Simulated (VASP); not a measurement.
Input of a VASP 6.6.1 run:

File INCAR:

```
  PREC = Accurate
  ENCUT = 560
  EDIFF = 1E-6
  ISMEAR = 0
  SIGMA = 0.05
  LREAL = F
  LASPH = T
  NELM = 120
  ALGO = Normal
  ISIF = 2
  LWAVE = F
  LCHARG = F
  GGA = PS
  NBANDS = 37
  GGA_COMPAT = F
```

Contents of KPOINTS:

```
regular mesh
0
Gamma
  8 8 8
```

The input POSCAR:

```
BaOs3
1.0
    4.1397703801      0.0000000000      0.0000000000
    0.0000000000      4.1397703801      0.0000000000
    0.0000000000      0.0000000000      4.1397703801
Ba Os
1 3
Direct
    0.0000000000      0.0000000000      0.0000000000
    0.0000000000      0.5000000000      0.5000000000
    0.5000000000      0.5000000000      0.0000000000
    0.5000000000      0.0000000000      0.5000000000
```

Potentials or basis: VASP PAW PBE potentials, release 64 (Ba_sv, Os_sv_GW).

Command:

```bash
$ cat potpaw_PBE.64/Ba_sv/POTCAR potpaw_PBE.64/Os_sv_GW/POTCAR > POTCAR
$ mpirun -np 1 vasp_std > vasp.out
```

**Question.** What does it give for the pressure?

**Answer.** 1.1 GPa.

**Question.** Estimate the band gap on the k mesh.

**Answer.** Zero (bands 29 and 30 overlap by 2.12 eV).

Caveat: the PAW data sets were made with another functional, which shifts forces and pressure a little; spin-orbit coupling is left out, which moves the levels of the heavy elements.
